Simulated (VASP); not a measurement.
Set up this calculation in VASP 6.6.1, as the native input.

```
Task                   : electric field gradients
Functional             : LDA
Potentials or basis    : VASP PAW LDA potentials, release 64 (Sc_sv, Cu)
Cutoff                 : 520 eV
k mesh                 : 11 × 11 × 11
Occupations            : fermi-dirac, width 0.05 eV
Spin                   : no spin polarisation
Dipole correction      : no
Further INCAR settings : ALGO = Normal; EDIFF = 1e-08; NBANDS = 18
```

The structure of ScCu lies in POSCAR:

```
ScCu
1.0
    3.2668173552      0.0000000000      0.0000000000
    0.0000000000      3.2668173552      0.0000000000
    0.0000000000      0.0000000000      3.2668173552
Sc Cu
1 1
Direct
    0.5000000000      0.5000000000      0.5000000000
    0.0000000000      0.0000000000      0.0000000000
```

This cell differs from its parent crystal: volume scaled by 1.01.

These files were run (other wordings do the same):

INCAR

```
  PREC = Accurate
  ENCUT = 520
  EDIFF = 1E-8
  ISMEAR = -1
  SIGMA = 0.05
  LREAL = False
  LASPH = True
  NELM = 100
  ALGO = Normal
  ISIF = 2
  LWAVE = False
  LCHARG = False
  LEFG = True
  NBANDS = 18
```

KPOINTS

```
regular mesh
0
Gamma
  11 11 11
```

Potentials or basis: VASP PAW LDA potentials, release 64 (Sc_sv, Cu).

The run is started by

```bash
$ cat potpaw_LDA.64/Sc_sv/POTCAR potpaw_LDA.64/Cu/POTCAR > POTCAR
$ mpirun -np 1 vasp_std > vasp.out
```

It gave:

```
Pressure               : -7.9 GPa
Band gap on the k mesh : zero (band 11 reaches 5.68 eV, above the bottom of band 12 at 3.89 eV)
```

Caveat: without QUAD_EFG the Cq values of the log hold for a quadrupole moment of 1 mb, not for the nuclei.

It took 20 s on 1 thread of Intel(R) Xeon(R) Platinum 8375C CPU @ 2.90GHz (Ice Lake) (shared host), peak memory 0.15 GiB.
